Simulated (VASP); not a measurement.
# HfSi7 (P-43m) in VASP: notebook

Runs on HfSi7. Level: PBEsol. Tasks: electric field gradients, vibrations by perturbation theory.

All numbers are computed with VASP 6.6.1; they aren't measurements. Logs are shortened: lines on timing, memory, paths and dates and some standing lists are left out, and cuts for length are marked.

## Step 1: The cell of the first run

It takes space group P-43m (No. 215, cubic). The conventional cell has a = 5.594 Å, b = 5.594 Å, c = 5.594 Å, α = 90.00°, β = 90.00°, γ = 90.00°. Within 3.4 Å of Hf (site symmetry -43m) lie 4 Si at 2.57 Å. Within 3.1 Å of Si (site symmetry 3m) lie 3 Si at 2.38 Å and 1 Hf at 2.57 Å. Within 3.1 Å of Si (site symmetry -42m) lie 4 Si at 2.38 Å.

## Step 2: Electric field gradients, PBEsol

File INCAR:

```
ALGO     = Normal         # electronic algorithm
EDIFF    = 1E-8           # SCF threshold, eV
ENCUT    = 520            # plane-wave cutoff, eV
GGA      = PS             # functional
ISIF     = 2              # what is computed and relaxed
ISMEAR   = -1             # smearing method
LASPH    = True           # aspherical terms in the spheres
LCHARG   = False          # write CHGCAR
LEFG     = True         
LREAL    = False          # projectors in reciprocal space
LWAVE    = False          # write WAVECAR
NBANDS   = 29             # bands
NELM     = 100            # most SCF steps
PREC     = Accurate       # precision mode
SIGMA    = 0.15           # smearing width, eV
```

File KPOINTS:

```
k-points
0
Gamma
  6 6 6
```

File POSCAR:

```
HfSi7
1.0
    5.5943924303      0.0000000000      0.0000000000
    0.0000000000      5.5943924303      0.0000000000
    0.0000000000      0.0000000000      5.5943924303
Hf Si
1 7
Direct
    0.0000000000      0.0000000000      0.0000000000
    0.2650098829      0.2650098829      0.2650098829
    0.0000000000      0.5000000000      0.5000000000
    0.5000000000      0.5000000000      0.0000000000
    0.5000000000      0.0000000000      0.5000000000
    0.7349901171      0.2650098829      0.7349901171
    0.7349901171      0.7349901171      0.2650098829
    0.2650098829      0.7349901171      0.7349901171
```

Potentials or basis: VASP PAW PBE potentials, release 64 (Hf_pv, Si).

On the command line:

```sh
$ cat potpaw_PBE.64/Hf_pv/POTCAR potpaw_PBE.64/Si/POTCAR > POTCAR
$ mpirun -np 1 vasp_std > vasp.out
```

OUTCAR:

```text
EDIFF = 1E-8
   ENCUT = 520
   GGA = PS
   ISIF = 2
   ISMEAR = -1
   LASPH = True
   LREAL = False
   NELM = 100
   PREC = Accurate

 ion  position               nearest neighbor table
   1  0.000  0.000  0.000-   2 2.57   6 2.57   7 2.57   8 2.57
   2  0.265  0.265  0.265-   3 2.38   4 2.38   5 2.38   1 2.57
   3  0.000  0.500  0.500-   2 2.38   6 2.38   7 2.38   8 2.38
   4  0.500  0.500  0.000-   2 2.38   6 2.38   7 2.38   8 2.38
   5  0.500  0.000  0.500-   2 2.38   6 2.38   7 2.38   8 2.38
   6  0.735  0.265  0.735-   3 2.38   4 2.38   5 2.38   1 2.57
   7  0.735  0.735  0.265-   3 2.38   4 2.38   5 2.38   1 2.57
   8  0.265  0.735  0.735-   3 2.38   4 2.38   5 2.38   1 2.57

  LATTYP: Found a simple cubic cell.
 ALAT       =     5.5943924303

  Lattice vectors:

 A1 = (   5.5943924303,   0.0000000000,   0.0000000000)
 A2 = (   0.0000000000,   5.5943924303,   0.0000000000)
 A3 = (   0.0000000000,   0.0000000000,   5.5943924303)

Analysis of symmetry for initial positions (statically):
=====================================================================
 Subroutine PRICEL returns:
 Original cell was already a primitive cell.

 Routine SETGRP: Setting up the symmetry group for a
 simple cubic supercell.

 Subroutine GETGRP returns: Found 24 space group operations
 (whereof 24 operations were pure point group operations)
 out of a pool of 48 trial point group operations.

The static configuration has the point symmetry T_d .

Analysis of symmetry for dynamics (positions and initial velocities):
=====================================================================
 Subroutine PRICEL returns:
 Original cell was already a primitive cell.

 Routine SETGRP: Setting up the symmetry group for a
 simple cubic supercell.

 Subroutine GETGRP returns: Found 24 space group operations
 (whereof 24 operations were pure point group operations)
 out of a pool of 48 trial point group operations.

The dynamic configuration has the point symmetry T_d .

 Subroutine INISYM returns: Found 24 space group operations
 (whereof 24 operations are pure point group operations),
 and found     1 'primitive' translations

[... 798 lines left out ...]
  FORCE on cell =-STRESS in cart. coord.  units (eV):
  Direction    XX          YY          ZZ          XY          YZ          ZX
  --------------------------------------------------------------------------------------
  -------------------------------------------------------------------------------------
  Total        0.0722691      0.0722691      0.0722691     -0.0000000     -0.0000000      0.0000000
  in kB        0.6613086      0.6613086      0.6613086     -0.0000000     -0.0000000      0.0000000
  external PRESSURE =       0.6613086 kB  Pullay stress =       0.0000000 kB

 VOLUME and BASIS-vectors are now :
 -----------------------------------------------------------------------------
  energy-cutoff  :      520.00
  volume of cell :      175.09
      direct lattice vectors                 reciprocal lattice vectors
     5.594392430  0.000000000  0.000000000     0.178750421  0.000000000  0.000000000
     0.000000000  5.594392430  0.000000000     0.000000000  0.178750421  0.000000000
     0.000000000  0.000000000  5.594392430     0.000000000  0.000000000  0.178750421

 POSITION                                       TOTAL-FORCE (eV/Angst)
 -----------------------------------------------------------------------------------
      0.00000      0.00000      0.00000        -0.000000      0.000000      0.000000
      1.48257      1.48257      1.48257         0.001195      0.001195      0.001195
      0.00000      2.79720      2.79720        -0.000000      0.000000      0.000000
      2.79720      2.79720      0.00000        -0.000000      0.000000      0.000000
      2.79720      0.00000      2.79720        -0.000000      0.000000      0.000000
      4.11182      1.48257      4.11182        -0.001195      0.001195     -0.001195
      4.11182      4.11182      1.48257        -0.001195     -0.001195      0.001195
      1.48257      4.11182      4.11182         0.001195     -0.001195     -0.001195
 -----------------------------------------------------------------------------------
    total drift:                               -0.000000     -0.000000     -0.000000

  FREE ENERGIE OF THE ION-ELECTRON SYSTEM (eV)
  ---------------------------------------------------
  free  energy   TOTEN  =       -48.2054771495 eV

  energy  without entropy=      -48.0691224333  energy(sigma->0) =      -48.13729979

 Electric field gradients (V/A^2)
---------------------------------------------------------------------
 ion       V_xx      V_yy      V_zz      V_xy      V_xz      V_yz
---------------------------------------------------------------------
   1      -0.000     0.000     0.000     0.000    -0.000    -0.000
   2      -0.000    -0.000     0.000   -21.395   -21.395   -21.395
   3     -11.960     5.980     5.980    -0.000    -0.000     0.000
   4       5.980     5.980   -11.960     0.000     0.000     0.000
   5       5.980   -11.960     5.980     0.000     0.000     0.000
   6      -0.000    -0.000     0.000    21.395   -21.395    21.395
   7      -0.000    -0.000     0.000   -21.395    21.395    21.395
   8      -0.000    -0.000     0.000    21.395    21.395   -21.395
---------------------------------------------------------------------

 Electric field gradients after diagonalization (V/A^2)
 (convention: |V_zz| > |V_xx| > |V_yy|)
----------------------------------------------------------------------
 ion       V_xx      V_yy      V_zz     asymmetry (V_yy - V_xx)/ V_zz
----------------------------------------------------------------------
   1       0.000     0.000    -0.000       0.196
   2      21.395    21.395   -42.790       0.000
   3       5.980     5.980   -11.960       0.000
   4       5.980     5.980   -11.960       0.000
   5       5.980     5.980   -11.960       0.000
   6      21.395    21.395   -42.790       0.000
   7      21.395    21.395   -42.790       0.000
   8      21.395    21.395   -42.790       0.000
----------------------------------------------------------------------

           NMR quadrupolar parameters

 Cq : quadrupolar parameter    Cq=e*Q*V_zz/h
 eta: asymmetry parameters     (V_yy - V_xx)/ V_zz
 Q  : nuclear electric quadrupole moment in mb (millibarn)
----------------------------------------------------------------------
 ion       Cq(MHz)       eta       Q (mb)
----------------------------------------------------------------------
   1      -0.000       0.196       1.000
   2      -0.103       0.000       1.000
   3      -0.029       0.000       1.000
   4      -0.029       0.000       1.000
   5      -0.029       0.000       1.000
   6      -0.103       0.000       1.000
   7      -0.103       0.000       1.000
   8      -0.103       0.000       1.000
----------------------------------------------------------------------
```

OSZICAR:

```text
N       E                     dE             d eps       ncg     rms          rms(c)
DAV:   1     0.100227249151E+03    0.10023E+03   -0.15908E+04  1184   0.110E+03
DAV:   2    -0.420709783487E+02   -0.14230E+03   -0.13697E+03  1393   0.201E+02
DAV:   3    -0.498036357246E+02   -0.77327E+01   -0.75632E+01  1528   0.371E+01
DAV:   4    -0.499421623347E+02   -0.13853E+00   -0.13821E+00  1446   0.593E+00
DAV:   5    -0.499448010132E+02   -0.26387E-02   -0.26383E-02  1464   0.826E-01    0.414E+01
DAV:   6    -0.484794552655E+02    0.14653E+01   -0.32612E+00  1304   0.559E+00    0.243E+01
DAV:   7    -0.482084439537E+02    0.27101E+00   -0.91482E-01  1343   0.372E+00    0.356E+00
DAV:   8    -0.482093301063E+02   -0.88615E-03   -0.73066E-02  1409   0.110E+00    0.817E-01
DAV:   9    -0.482055221871E+02    0.38079E-02   -0.13268E-02  1349   0.439E-01    0.253E-01
DAV:  10    -0.482054595916E+02    0.62595E-04   -0.19026E-03  1497   0.163E-01    0.145E-01
DAV:  11    -0.482054776577E+02   -0.18066E-04   -0.10301E-04  1406   0.421E-02    0.359E-02
DAV:  12    -0.482054767962E+02    0.86153E-06   -0.75757E-06  1457   0.110E-02    0.149E-02
DAV:  13    -0.482054772209E+02   -0.42473E-06   -0.20548E-06  1380   0.550E-03    0.198E-03
DAV:  14    -0.482054771366E+02    0.84337E-07   -0.31641E-07  1366   0.205E-03    0.151E-03
DAV:  15    -0.482054771757E+02   -0.39127E-07   -0.26236E-08  1309   0.617E-04    0.547E-04
DAV:  16    -0.482054771571E+02    0.18564E-07   -0.49712E-09   860   0.286E-04    0.429E-04
DAV:  17    -0.482054771495E+02    0.76525E-08   -0.71808E-10   830   0.107E-04
   1 F= -.48205477E+02 E0= -.48137300E+02  d E =-.136355E+00
```

It took 60 s on 1 thread of AMD EPYC 9R45 (Zen 5), shared host; peak memory 0.26 GiB.

Results:

```yaml
Free_energy: -48.2055 eV
Pressure: 0.1 GPa
Band_gap_on_the_k_mesh: zero (bands 19 and 20 overlap by 0.11 eV)
Largest_electric_field_gradient_by_atom: Hf +0.0; Si -42.8, -12.0 (each value once) V/Å²
```

Forces in eV/Å, atoms in the order of the input:
```
Hf   0.000  0.000  0.000
Si   0.001  0.001  0.001
Si   0.000  0.000  0.000
Si   0.000  0.000  0.000
Si   0.000  0.000  0.000
Si  -0.001  0.001 -0.001
Si  -0.001 -0.001  0.001
Si   0.001 -0.001 -0.001
```

Electric field gradients, principal values (V/Å²):
```
atom   least  middle  greatest (by size)
1 Hf   0.000   0.000               0.000
2 Si  21.395  21.395             -42.790
3 Si   5.980   5.980             -11.960
4 Si   5.980   5.980             -11.960
5 Si   5.980   5.980             -11.960
6 Si  21.395  21.395             -42.790
7 Si  21.395  21.395             -42.790
8 Si  21.395  21.395             -42.790
```

Caveat: without QUAD_EFG the Cq values of the log hold for a quadrupole moment of 1 mb, not for the nuclei; the PAW data sets were made with another functional, which shifts forces and pressure a little; spin-orbit coupling is left out, which moves the levels of the heavy elements.

## Step 3: Vibrations by perturbation theory, PBEsol

File INCAR:

```
PREC = Accurate
ENCUT = 520
EDIFF = 1E-8
ISMEAR = -1
SIGMA = 0.15
LREAL = False
LASPH = True
NELM = 100
ALGO = Normal
ISIF = 2
LWAVE = False
LCHARG = False
GGA = PS
IBRION = 8
NSW = 1
```

File KPOINTS:

```
regular mesh
0
Gamma
  6 6 6
```

POSCAR is that of step 2.

Potentials or basis: VASP PAW PBE potentials, release 64 (Hf_pv, Si).

On the command line:

```sh
$ cat potpaw_PBE.64/Hf_pv/POTCAR potpaw_PBE.64/Si/POTCAR > POTCAR
$ mpirun -np 1 vasp_std > vasp.out
```

OUTCAR:

```text
PREC = Accurate
   ENCUT = 520
   EDIFF = 1E-8
   ISMEAR = -1
   LREAL = False
   LASPH = True
   NELM = 100
   ISIF = 2
   GGA = PS
   IBRION = 8
   NSW = 1

 ion  position               nearest neighbor table
   1  0.000  0.000  0.000-   2 2.57   6 2.57   7 2.57   8 2.57
   2  0.265  0.265  0.265-   3 2.38   4 2.38   5 2.38   1 2.57
   3  0.000  0.500  0.500-   2 2.38   6 2.38   7 2.38   8 2.38
   4  0.500  0.500  0.000-   2 2.38   6 2.38   7 2.38   8 2.38
   5  0.500  0.000  0.500-   2 2.38   6 2.38   7 2.38   8 2.38
[... 845 lines left out ...]
      1.482569  1.482569  1.482569     0.286062   -0.129525   -0.207651
      0.000000  2.797196  2.797196    -0.210904    0.198774    0.266212
      2.797196  2.797196  0.000000    -0.159961    0.198774    0.350994
      2.797196  0.000000  2.797196    -0.159961    0.262078    0.266212
      4.111823  1.482569  4.111823     0.154751   -0.199716   -0.338963
      4.111823  4.111823  1.482569     0.110201   -0.305387   -0.233292
      1.482569  4.111823  4.111823    -0.021110   -0.023854   -0.101980
[... 243 lines left out ...]
  24 f/i=    0.001462 THz     0.009183 2PiTHz    0.048752 cm-1     0.006044 meV
             X         Y         Z           dx          dy          dz
      0.000000  0.000000  0.000000    -0.638549   -0.239334   -0.103331
      1.482569  1.482569  1.482569    -0.253388   -0.094963   -0.040992
      0.000000  2.797196  2.797196    -0.253296   -0.094971   -0.041003
      2.797196  2.797196  0.000000    -0.253384   -0.094971   -0.040989
      2.797196  0.000000  2.797196    -0.253384   -0.094938   -0.041003
      4.111823  1.482569  4.111823    -0.253394   -0.094984   -0.040999
      4.111823  4.111823  1.482569    -0.253390   -0.094966   -0.041017
      1.482569  4.111823  4.111823    -0.253397   -0.094981   -0.041010

--------------------------------------------------------------------------------------------------------

 ELASTIC MODULI CONTR FROM IONIC RELAXATION (kBar)
 Direction    XX          YY          ZZ          XY          YZ          ZX
 --------------------------------------------------------------------------------
 XX         -52.2676    -11.8122    -11.8122     -0.0000     -0.0000     -0.0000
 YY         -11.8122    -52.2676    -11.8122      0.0000     -0.0000      0.0000
 ZZ         -11.8122    -11.8122    -52.2676     -0.0000      0.0000     -0.0000
 XY          -0.0000     -0.0000     -0.0000   -565.8875      0.0000      0.0000
 YZ          -0.0000      0.0000      0.0000      0.0000   -565.8875      0.0000
 ZX          -0.0000     -0.0000     -0.0000      0.0000      0.0000   -565.8875
 --------------------------------------------------------------------------------
```

Wall time 37 min (1 thread of Oxide Virtual Turin-like, shared host); peak memory 0.79 GiB.

Results:

```yaml
Highest_phonon_frequency_at_Γ: 442 cm⁻¹
```

Phonon frequencies in cm⁻¹ (negative: imaginary):
```
              q point                                                                          frequencies
(0.000, 0.000, 0.000)  0 0 0 53 53 53 81 81 81 301 301 301 338 338 386 386 386 390 400 400 400 442 442 442
```

Caveat: the PAW data sets were made with another functional, which shifts forces and pressure a little; spin-orbit coupling is left out, which moves the levels of the heavy elements.
